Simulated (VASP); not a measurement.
Set up this calculation in VASP 6.6.1, as the native input.

| Property | Result |
| --- | --- |
| Task | single point |
| Functional | PBE |
| Potentials or basis | VASP PAW PBE potentials, release 64 (Hf_pv) |
| Cutoff | 520 eV |
| k mesh | 9 × 9 × 9 |
| Occupations | fermi-dirac, width 0.1 eV |
| Spin | no spin polarisation |
| Dipole correction | no |
| Further INCAR settings | ALGO = Normal; EDIFF = 1e-06; NBANDS = 17 |

The structure of Hf lies in POSCAR:

```
Hf
1.0
    0.0000000000      3.3606430143      3.3606430143
    3.3606430143      0.0000000000      3.3606430143
    3.3606430143      3.3606430143      0.0000000000
Hf
2
Direct
    0.1250000000      0.1250000000      0.1250000000
    0.8750000000      0.8750000000      0.8750000000
```

This cell differs from its parent crystal: volume scaled by 1.08.

The input as run:

INCAR

```
SYSTEM = Hf
ALGO = Normal ; EDIFF = 1E-6
ENCUT = 520 ; GGA = PE
ISIF = 2 ; ISMEAR = -1
LASPH = .True. ; LCHARG = .False.
LREAL = .False. ; LWAVE = .False.
NBANDS = 17 ; NELM = 100
PREC = Accurate ; SIGMA = 0.1
```

KPOINTS

```
k-points
0
Gamma
  9 9 9
  0 0 0
```

Potentials or basis: VASP PAW PBE potentials, release 64 (Hf_pv).

Command:

```bash
$ cat potpaw_PBE.64/Hf_pv/POTCAR > POTCAR
$ mpirun -np 1 vasp_std > vasp.out
```

It gave:

- Pressure: -2.3 GPa
- Band gap on the k mesh: zero (band 10 reaches 1.48 eV, above the bottom of band 11 at 0.97 eV)

Caveat: spin-orbit coupling is left out, which moves the levels of the heavy elements.

It took 16 s on 1 thread of Intel(R) Xeon(R) 6975P-C (Granite Rapids), with other jobs on the host, peak memory 0.21 GiB.
